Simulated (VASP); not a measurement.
Input of a VASP 6.6.1 run:

Contents of POSCAR:

```
ZrC
1.0
    0.0000000000      2.3561044159      2.3561044159
    2.3561044159      0.0000000000      2.3561044159
    2.3561044159      2.3561044159      0.0000000000
Zr C
1 1
Direct
    0.5000000000      0.5000000000      0.5000000000
    0.0000000000      0.0000000000      0.0000000000
```

The input INCAR.step1:

```
PREC = Accurate
ENCUT = 520
ISMEAR = -1
SIGMA = 0.1
LREAL = False
LASPH = True
NELM = 100
NBANDS = 15
GGA = PE
ALGO = Normal
EDIFF = 1E-4
LWAVE = True
LCHARG = False
```

INCAR.step2

```
PREC = Accurate
ENCUT = 520
EDIFF = 1E-7
ISMEAR = -1
SIGMA = 0.1
LREAL = False
LASPH = True
NELM = 100
ALGO = Normal
ISIF = 2
LWAVE = False
LCHARG = False
METAGGA = R2SCAN
LMIXTAU = True
NBANDS = 15
ISTART = 1
```

KPOINTS

```
Automatic mesh
0
Gamma
  11 11 11
```

Potentials or basis: VASP PAW PBE potentials, release 64 (Zr_sv, C).

Run with:

```console
$ cat potpaw_PBE.64/Zr_sv/POTCAR potpaw_PBE.64/C/POTCAR > POTCAR
$ cp INCAR.step1 INCAR
$ mpirun -np 1 vasp_std > vasp.out
$ cp INCAR.step2 INCAR
$ mpirun -np 1 vasp_std > vasp.out
```

Problem. Predict the pressure.

Solution. 0.2 GPa.

Problem. Estimate the band gap on the k mesh.

Solution. Zero (band 8 reaches 10.48 eV, above the bottom of band 9 at 9.17 eV).

Caveat: the PAW data sets were made with another functional, which shifts forces and pressure a little.
